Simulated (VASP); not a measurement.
# Os (Pm-3m) in VASP: a series of runs

The runs below take Os through single point, relaxation of cell and atoms, with PBE.

Program: VASP 6.6.1. These are calculated values, not measurements. Logs are shortened: lines on timing, memory, paths and dates and some standing lists are left out, and cuts for length are marked.

### Step 1. The cell of the first run

Symmetry: Pm-3m, No. 221, cubic system. Conventional cell: a = 2.557 Å, b = 2.557 Å, c = 2.557 Å, α = 90.00°, β = 90.00°, γ = 90.00°. Within 3.4 Å of Os (site symmetry m-3m) lie 6 Os at 2.56 Å.

This isn't the form of Os at room conditions, which is hcp.

### Step 2. Single point, PBE

INCAR reads:

```
SYSTEM = Os
  PREC = Accurate
  ENCUT = 520
  EDIFF = 1E-6
  ISMEAR = 0
  SIGMA = 0.1
  LREAL = .FALSE.
  LASPH = .TRUE.
  NELM = 80
  ALGO = Normal
  ISIF = 2
  LWAVE = .FALSE.
  LCHARG = .FALSE.
  GGA = PE
  NBANDS = 10
```

KPOINTS reads:

```
regular mesh
0
G
  22 22 22
  0 0 0
```

POSCAR reads:

```
Os
1.0
    2.5568956992      0.0000000000      0.0000000000
    0.0000000000      2.5568956992      0.0000000000
    0.0000000000      0.0000000000      2.5568956992
Os
1
Direct
    0.0000000000      0.0000000000      0.0000000000
```

Potentials or basis: VASP PAW PBE potentials, release 64 (Os).

Command:

```
$ cat potpaw_PBE.64/Os/POTCAR > POTCAR
$ mpirun -np 1 vasp_std > vasp.out
```

OUTCAR:

```text
SYSTEM = Os
   PREC = Accurate
   ENCUT = 520
   EDIFF = 1E-6
   ISMEAR = 0
   LREAL = .FALSE.
   LASPH = .TRUE.
   NELM = 80
   ISIF = 2
   GGA = PE

 ion  position               nearest neighbor table
   1  0.000  0.000  0.000-

  LATTYP: Found a simple cubic cell.
 ALAT       =     2.5568956992

  Lattice vectors:

 A1 = (   2.5568956992,   0.0000000000,   0.0000000000)
 A2 = (   0.0000000000,   2.5568956992,   0.0000000000)
 A3 = (   0.0000000000,   0.0000000000,   2.5568956992)

Analysis of symmetry for initial positions (statically):
=====================================================================
 Subroutine PRICEL returns:
 Original cell was already a primitive cell.

 Routine SETGRP: Setting up the symmetry group for a
 simple cubic supercell.

 Subroutine GETGRP returns: Found 48 space group operations
 (whereof 48 operations were pure point group operations)
 out of a pool of 48 trial point group operations.

The static configuration has the point symmetry O_h .

Analysis of symmetry for dynamics (positions and initial velocities):
=====================================================================
 Subroutine PRICEL returns:
 Original cell was already a primitive cell.

 Routine SETGRP: Setting up the symmetry group for a
 simple cubic supercell.

 Subroutine GETGRP returns: Found 48 space group operations
 (whereof 48 operations were pure point group operations)
 out of a pool of 48 trial point group operations.

The dynamic configuration has the point symmetry O_h .

 Subroutine INISYM returns: Found 48 space group operations
 (whereof 48 operations are pure point group operations),
 and found     1 'primitive' translations

----------------------------------------------------------------------------------------

                                     Primitive cell

  volume of cell :      16.7163

  direct lattice vectors                    reciprocal lattice vectors
     2.556895699  0.000000000  0.000000000     0.391099254  0.000000000  0.000000000
     0.000000000  2.556895699  0.000000000     0.000000000  0.391099254  0.000000000
     0.000000000  0.000000000  2.556895699     0.000000000  0.000000000  0.391099254

  length of vectors
     2.556895699  2.556895699  2.556895699     0.391099254  0.391099254  0.391099254

  position of ions in fractional coordinates (direct lattice)
     0.000000000  0.000000000  0.000000000

  ion indices of the primitive-cell ions
   primitive index   ion index
                 1           1

----------------------------------------------------------------------------------------

 KPOINTS: regular mesh

Automatic generation of k-mesh.
 Grid dimensions read from file:
 generate k-points for:   22   22   22

 Generating k-lattice:

  Cartesian coordinates                     Fractional coordinates (reciprocal lattice)
     0.017777239  0.000000000  0.000000000     0.045454545  0.000000000  0.000000000
     0.000000000  0.017777239  0.000000000     0.000000000  0.045454545  0.000000000
     0.000000000  0.000000000  0.017777239     0.000000000  0.000000000  0.045454545

  Length of vectors
     0.017777239  0.017777239  0.017777239

  Shift w.r.t. Gamma in fractional coordinates (k-lattice)
     0.000000000  0.000000000  0.000000000

 Subroutine IBZKPT returns following result:
 ===========================================

 Found    364 irreducible k-points:

 Following reciprocal coordinates:
            Coordinates               Weight
  0.000000  0.000000  0.000000      1.000000
  0.045455  0.000000  0.000000      6.000000
  0.090909  0.000000  0.000000      6.000000
  0.136364  0.000000  0.000000      6.000000
  0.181818  0.000000  0.000000      6.000000
  0.227273  0.000000  0.000000      6.000000
[... 16 lines left out ...]
  0.500000  0.045455  0.000000     12.000000
  0.090909  0.090909  0.000000     12.000000
 [... further k-points ...]
   k-points           NKPTS =    364   k-points in BZ     NKDIM =    364   number of bands    NBANDS=     10
   number of dos      NEDOS =    301   number of ions     NIONS =      1
   total plane-waves  NPLWV =   8000
   dimension x,y,z NGX =    20 NGY =   20 NGZ =   20
   dimension x,y,z NGXF=    40 NGYF=   40 NGZF=   40
   ions per type =               1
   NGX,Y,Z   is equivalent  to a cutoff of  13.00, 13.00, 13.00 a.u.
   NGXF,Y,Z  is equivalent  to a cutoff of  26.01, 26.01, 26.01 a.u.
 SYSTEM =  Os
   PREC   = accura    normal or accurate (medium, high low for compatibility)
   ISTART =      0    job   : 0-new  1-cont  2-samecut
   ICHARG =      2    charge: 1-file 2-atom 10-const
   ISPIN  =      1    spin polarized calculation?
   LNONCOLLINEAR =      F non collinear calculations
   LSORBIT =      F    spin-orbit coupling
   LASPH  =      T    aspherical Exc in radial PAW
   ENCUT  =  520.0 eV  38.22 Ry    6.18 a.u.   4.75  4.75  4.75*2*pi/ulx,y,z
   NELM   =     80;   NELMIN=  2; NELMDL= -5     # of ELM steps
   EDIFF  = 0.1E-05   stopping-criterion for ELM
   LREAL  =      F    real-space projection
   EDIFFG = 0.1E-04   stopping-criterion for IOM
   NSW    =      0    number of steps for IOM
   IBRION =     -1    ionic relax: 0-MD 1-quasi-New 2-CG
   NFREE  =      0    steps in history (QN), initial steepest desc. (CG)
   ISIF   =      2    stress and relaxation
   ISYM   =      2    0-nonsym 1-usesym 2-fastsym
   POTIM  = 0.5000    time-step for ionic-motion
   TEBEG  =    0.0;   TEEND  =   0.0 temperature during run
   PSTRESS=    0.0 pullay stress
   NELECT =       8.0000    total number of electrons
   NUPDOWN=      -1.0000    fix difference up-down
   EMIN   =  10.00;   EMAX   =-10.00  energy-range for DOS
   EFERMI =   0.00;   METHOD = LEGACY
   ISMEAR =     0;   SIGMA  =   0.10  broadening in eV -4-tet -1-fermi 0-gaus
   EFERMI_NEDOS =   21; number of points for ismear=-14 and -15
   IALGO  =     38    algorithm
   IMIX   =      4    mixing-type and parameters
     AMIX     =   0.40;   BMIX     =  1.00
     AMIX_MAG =   1.60;   BMIX_MAG =  1.00
  volume/ion in A,a.u.               =      16.72       112.81
  Fermi-wavevector in a.u.,A,eV,Ry     =   1.280536  2.419862 22.310461  1.639773
  Thomas-Fermi vector in A             =   2.412958
   LORBIT       =      0    0 simple, 1 ext, 2 COOP (PROOUT), +10 PAW based schemes
   GGA     = PE    functional components
   LHFCALC =     F    Hartree Fock is set to
   AEXX    =    0.0000 exact exchange contribution
   IVDW    =     0    specifies the selected vdW correction
   LEPSILON=     F    determine dielectric tensor
   LRPA    =     F    only Hartree local field effects (RPA)
 non-spin polarized calculation
 Gauss-broadening in eV      SIGMA  =   0.10
  energy-cutoff  :      520.00
  volume of cell :       16.72
 maximum number of plane-waves:       468
 NGX is ok and might be reduce to    20
   NGX =  9   NGY =  9   NGZ =  9

 number of electron       7.9999998 magnetization

 Free energy of the ion-electron system (eV)
  ---------------------------------------------------
  ext. energy  EPLUGINS =         0.00000000
  ---------------------------------------------------
  free energy    TOTEN  =        -9.74278570 eV

  energy without entropy =       -9.73550219  energy(sigma->0) =       -9.73914395

 E-fermi :   7.1723     XC(G=0): -12.8737

 val. band max:        7.1636712071   @ k =   0.3182   0.3182   0.2273
 cond. band min:       7.1737944763   @ k =   0.4545   0.0455   0.0455
 fundamental gap:      0.0101232693
 Fermi energy:         7.1723408379

 k-point     1 :       0.0000    0.0000    0.0000
  band No.  band energies     occupation
      1      -2.2686      2.00000
      2       1.2394      2.00000
      3       1.2394      2.00000
      4       9.4259      0.00000
      5       9.4259      0.00000
      6       9.4259      0.00000
      7      22.6578      0.00000
      8      22.6578      0.00000
      9      22.6578      0.00000
     10      28.7098      0.00000

 k-point     2 :       0.0455    0.0000    0.0000
  band No.  band energies     occupation
      1      -2.2008      2.00000
      2       1.2548      2.00000
      3       1.3077      2.00000
      4       9.3375      0.00000
      5       9.3375      0.00000
      6       9.4324      0.00000
      7      22.2145      0.00000
      8      22.7942      0.00000
      9      22.7942      0.00000
     10      29.0473      0.00000

 k-point     3 :       0.0909    0.0000    0.0000
  band No.  band energies     occupation
      1      -2.0044      2.00000
      2       1.3000      2.00000
      3       1.5141      2.00000
      4       9.0885      0.00000
      5       9.0885      0.00000
      6       9.4514      0.00000
      7      21.1708      0.00000
      8      23.1851      0.00000
      9      23.1851      0.00000
     10      29.6563      0.00000

 k-point     4 :       0.1364    0.0000    0.0000
  band No.  band energies     occupation
      1      -1.7001      2.00000
      2       1.3723      2.00000
      3       1.8608      2.00000
      4       8.7195      0.00000
      5       8.7195      0.00000
      6       9.4816      0.00000
      7      19.9131      0.00000
      8      23.7838      0.00000
      9      23.7838      0.00000
     10      28.6837      0.00000

 k-point     5 :       0.1818    0.0000    0.0000
  band No.  band energies     occupation
      1      -1.3178      2.00000
      2       1.4668      2.00000
      3       2.3461      2.00000
      4       8.2806      0.00000
      5       8.2806      0.00000
      6       9.5206      0.00000
      7      18.6391      0.00000
      8      24.5309      0.00000
      9      24.5309      0.00000
     10      27.4397      0.00000

 k-point     6 :       0.2273    0.0000    0.0000
  band No.  band energies     occupation
      1      -0.8910      2.00000
      2       1.5772      2.00000
      3       2.9560      2.00000
      4       7.8194      0.00000
      5       7.8194      0.00000
      6       9.5654      0.00000
      7      17.4449      0.00000
      8      25.3679      0.00000
      9      25.3679      0.00000
     10      26.3007      0.00000
[... 183 lines left out ...]
 k-point    21 :       0.4091    0.0455    0.0000
  band No.  band energies     occupation
      1       0.7389      2.00000
      2       2.0589      2.00000
      3       5.2461      2.00000
      4       6.4138      2.00000
      5       6.7023      2.00000
      6       9.6534      0.00000
      7      14.5231      0.00000
      8      23.3453      0.00000
      9      27.4067      0.00000
     10      28.7868      0.00000

 k-point    22 :       0.4545    0.0455    0.0000
  band No.  band energies     occupation
      1       0.9457      2.00000
      2       2.1137      2.00000
      3       5.3346      2.00000
      4       6.2629      2.00000
      5       6.8089      2.00000
      6       9.6740      0.00000
      7      14.3067      0.00000
      8      23.0500      0.00000
      9      27.2508      0.00000
     10      28.7913      0.00000

 k-point    23 :       0.5000    0.0455    0.0000
  band No.  band energies     occupation
      1       1.0186      2.00000
      2       2.1327      2.00000
      3       5.3422      2.00000
      4       6.2120      2.00000
      5       6.8668      1.99998
      6       9.6811      0.00000
      7      14.2453      0.00000
      8      22.9505      0.00000
      9      27.0984      0.00000
     10      28.8318      0.00000

 k-point    24 :       0.0909    0.0909    0.0000
  band No.  band energies     occupation
      1      -1.7374      2.00000
      2       1.4697      2.00000
      3       1.6763      2.00000
      4       8.7315      0.00000
      5       9.0535      0.00000
      6       9.1830      0.00000
      7      21.3843      0.00000
      8      21.9614      0.00000
      9      23.7170      0.00000
     10      29.5088      0.00000

 [... further k-points ...]

------------------------ aborting loop because EDIFF is reached ----------------------------------------

  FORCE on cell =-STRESS in cart. coord.  units (eV):
  Direction    XX          YY          ZZ          XY          YZ          ZX
  --------------------------------------------------------------------------------------
  -------------------------------------------------------------------------------------
  Total       -0.0334854     -0.0334854     -0.0334854      0.0000000      0.0000000     -0.0000000
  in kB       -3.2094261     -3.2094261     -3.2094261      0.0000000      0.0000000     -0.0000000
  external PRESSURE =      -3.2094261 kB  Pullay stress =       0.0000000 kB

 VOLUME and BASIS-vectors are now :
 -----------------------------------------------------------------------------
  energy-cutoff  :      520.00
  volume of cell :       16.72
      direct lattice vectors                 reciprocal lattice vectors
     2.556895699  0.000000000  0.000000000     0.391099254  0.000000000  0.000000000
     0.000000000  2.556895699  0.000000000     0.000000000  0.391099254  0.000000000
     0.000000000  0.000000000  2.556895699     0.000000000  0.000000000  0.391099254

 POSITION                                       TOTAL-FORCE (eV/Angst)
 -----------------------------------------------------------------------------------
      0.00000      0.00000      0.00000         0.000000      0.000000      0.000000
 -----------------------------------------------------------------------------------
    total drift:                                0.000000      0.000000      0.000000

  FREE ENERGIE OF THE ION-ELECTRON SYSTEM (eV)
  ---------------------------------------------------
  free  energy   TOTEN  =        -9.7427857043 eV

  energy  without entropy=       -9.7355021894  energy(sigma->0) =       -9.73914395
```

Wall time 57 s (1 thread of Intel Xeon 8259CL, shared host); peak memory 0.18 GiB.

What came out:

```
Free energy            : -9.7428 eV
Pressure               : -0.3 GPa
Band gap on the k mesh : zero (bands 4 and 5 overlap by 5.90 eV)
```

Levels at points of the mesh, in eV from the Fermi level:
| k point | band 1 | band 2 | band 3 | band 4 | band 5 | band 6 | band 7 | band 8 | band 9 |
| --- | --- | --- | --- | --- | --- | --- | --- | --- | --- |
| (0.00, 0.00, 0.00) | -9.44 | -5.93 | -5.93 | 2.25 | 2.25 | 2.25 | 15.49 | 15.49 | 15.49 |
| (0.50, 0.00, 0.00) | -6.23 | -5.10 | -1.15 | -0.97 | -0.97 | 2.58 | 7.07 | 15.69 | 19.99 |
| (0.50, 0.50, 0.00) | -6.64 | -4.52 | -0.35 | -0.35 | 4.48 | 4.48 | 4.64 | 12.63 | 14.59 |
| (0.50, 0.50, 0.50) | -5.21 | -5.21 | -5.21 | 4.87 | 4.87 | 8.49 | 11.15 | 11.15 | 11.15 |

Caveat: spin-orbit coupling is left out, which moves the levels of the heavy elements.

### Step 3. Relaxation of cell and atoms, PBE

INCAR reads:

```
ALGO = Normal
EDIFF = 1E-6
EDIFFG = -0.01
ENCUT = 600
GGA = PE
IBRION = 2
ISIF = 3
ISMEAR = 0
LASPH = T
LCHARG = F
LREAL = F
LWAVE = F
NELM = 100
NSW = 100
PREC = Accurate
SIGMA = 0.1
```

KPOINTS reads:

```
k-points
0
Gamma
  22 22 22
```

POSCAR reads:

```
Os
1.0
    2.5565542237      0.0000000000      0.0000000000
    0.0000000000      2.5565542237      0.0000000000
    0.0000000000      0.0000000000      2.5565542237
Os
1
Direct
    0.0000000000      0.0000000000      0.0000000000
```

Potentials or basis: VASP PAW PBE potentials, release 64 (Os).

Command:

```
$ cat potpaw_PBE.64/Os/POTCAR > POTCAR
$ mpirun -np 1 vasp_std > vasp.out
```

Wall time 90 s (1 thread of Intel Xeon 8259CL, shared host); peak memory 0.19 GiB.

It converged, with:

```yaml
Free_energy: -9.7431 eV
Relaxed_volume: 16.70 Å³/atom
Relaxed_cell: a = 2.556 Å, b = 2.556 Å, c = 2.556 Å, α = 90.00°, β = 90.00°, γ = 90.00°
Space_group_after_relaxing_to_0.1_Å: Pm-3m (No. 221)
Energy_gained_by_relaxing: 0.0 meV/atom
Ionic_steps: 3
Pressure_after_relaxing: 0.0 GPa
Band_gap_on_the_k_mesh: zero (bands 4 and 5 overlap by 5.90 eV)
```

Final structure:
```
Os
1.0
     2.55623    0.00000    0.00000
     0.00000    2.55623    0.00000
     0.00000    0.00000    2.55623
Os
1
Cartesian
  0.0000 0.0000 0.0000
```

Levels at points of the mesh, in eV from the Fermi level:
```csv
k point,band 1,band 2,band 3,band 4,band 5,band 6,band 7,band 8
"(0.00, 0.00, 0.00)",-9.45,-5.94,-5.94,2.26,2.26,2.26,15.49,15.49
"(0.50, 0.00, 0.00)",-6.24,-5.11,-1.15,-0.97,-0.97,2.59,7.08,15.69
"(0.50, 0.50, 0.00)",-6.65,-4.53,-0.35,-0.35,4.49,4.49,4.64,12.64
"(0.50, 0.50, 0.50)",-5.22,-5.22,-5.22,4.88,4.88,8.49,11.16,11.16
```

Caveat: spin-orbit coupling is left out, which moves the levels of the heavy elements.
